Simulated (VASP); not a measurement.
Set up this calculation in VASP 6.6.1, as the native input.

```yaml
Task: single point
Functional: PBEsol-based screened hybrid
Potentials_or_basis: VASP PAW PBE potentials, release 64 (B, As)
Cutoff: 520 eV
k_mesh: 5 × 5 × 5
Occupations: fermi-dirac, width 0.05 eV
Spin: no spin polarisation
Dipole_correction: no
Grid_for_exact_exchange_PRECFOCK: Normal
Share_of_exact_exchange: 0.25
Further_INCAR_settings: ALGO = Normal; EDIFF = 1e-06; NBANDS = 11
Screening_parameter: 0.207 1/Å
```

BAs:

```
B As
1.0
     2.86216    0.00000    0.00000
     0.00000    2.86216    0.00000
     0.00000    0.00000    2.86216
B As
1 1
Cartesian
  1.4311 1.4311 1.4311
  0.0000 0.0000 0.0000
```

The input as run:

POSCAR

```
BAs
1.0
    2.8621568296      0.0000000000      0.0000000000
    0.0000000000      2.8621568296      0.0000000000
    0.0000000000      0.0000000000      2.8621568296
B As
1 1
Direct
    0.5000000000      0.5000000000      0.5000000000
    0.0000000000      0.0000000000      0.0000000000
```

INCAR.step1

```
  PREC = Accurate
  ENCUT = 520
  EDIFF = 1E-5
  ISMEAR = -1
  SIGMA = 0.05
  LREAL = False
  LASPH = True
  NELM = 60
  ALGO = Normal
  ISIF = 2
  LWAVE = True
  LCHARG = False
  GGA = PE
  NBANDS = 11
```

INCAR.step2

```
  PREC = Accurate
  ENCUT = 520
  EDIFF = 1E-6
  ISMEAR = -1
  SIGMA = 0.05
  LREAL = False
  LASPH = True
  NELM = 60
  ALGO = Normal
  ISIF = 2
  LWAVE = False
  LCHARG = False
  GGA = PS
  LHFCALC = True
  AEXX = 0.25
  HFSCREEN = 0.207
  PRECFOCK = Normal
  ISTART = 1
  NBANDS = 11
```

KPOINTS

```
Automatic mesh
0
Gamma
  5 5 5
```

Potentials or basis: VASP PAW PBE potentials, release 64 (B, As).

The run is started by

```bash
$ cat potpaw_PBE.64/B/POTCAR potpaw_PBE.64/As/POTCAR > POTCAR
$ cp INCAR.step1 INCAR
$ mpirun -np 1 vasp_std > vasp.out
$ cp INCAR.step2 INCAR
$ mpirun -np 1 vasp_std > vasp.out
```

Results of the run:

```yaml
Pressure: -0.2 GPa
Band_gap_on_the_k_mesh: zero (band 4 reaches 9.95 eV, above the bottom of band 5 at 5.93 eV)
```

Caveat: the k points lie up to 0.44 Å⁻¹ apart; the PAW data sets were made with another functional, which shifts forces and pressure a little.

Wall time 67 s on 1 thread of Intel(R) Xeon(R) Platinum 8559C (Emerald Rapids) (shared host), peak memory 0.24 GiB.
